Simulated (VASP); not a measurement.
A run of VASP 6.6.1 is set up as follows.

The input INCAR:

```
SYSTEM = Al3BSb4
PREC = Accurate
ENCUT = 500
EDIFF = 1E-6
ISMEAR = 0
SIGMA = 0.1
LREAL = .False.
LASPH = .True.
NELM = 120
ALGO = Normal
ISIF = 2
LWAVE = .False.
LCHARG = .False.
GGA = PE
NBANDS = 26
GGA_COMPAT = .False.
```

Contents of KPOINTS:

```
regular mesh
0
Gamma
  6 6 6
  0 0 0
```

Contents of POSCAR:

```
Al3BSb4
1.0
    5.9966653586      0.0000000000      0.0000000000
    0.0000000000      5.9966653586      0.0000000000
    0.0000000000      0.0000000000      5.9966653586
Al B Sb
3 1 4
Direct
    0.5000000000      0.0000000000      0.0000000000
    0.0000000000      0.0000000000      0.5000000000
    0.0000000000      0.5000000000      0.0000000000
    0.5000000000      0.5000000000      0.5000000000
    0.2712434499      0.7287565501      0.2712434499
    0.2712434499      0.2712434499      0.7287565501
    0.7287565501      0.7287565501      0.7287565501
    0.7287565501      0.2712434499      0.2712434499
```

Potentials or basis: VASP PAW PBE potentials, release 64 (Al, B, Sb).

The run is started by

```sh
$ cat potpaw_PBE.64/Al/POTCAR potpaw_PBE.64/B/POTCAR potpaw_PBE.64/Sb/POTCAR > POTCAR
$ mpirun -np 1 vasp_std > vasp.out
```

Task: What does it give for the pressure?

Result: 0.2 GPa.
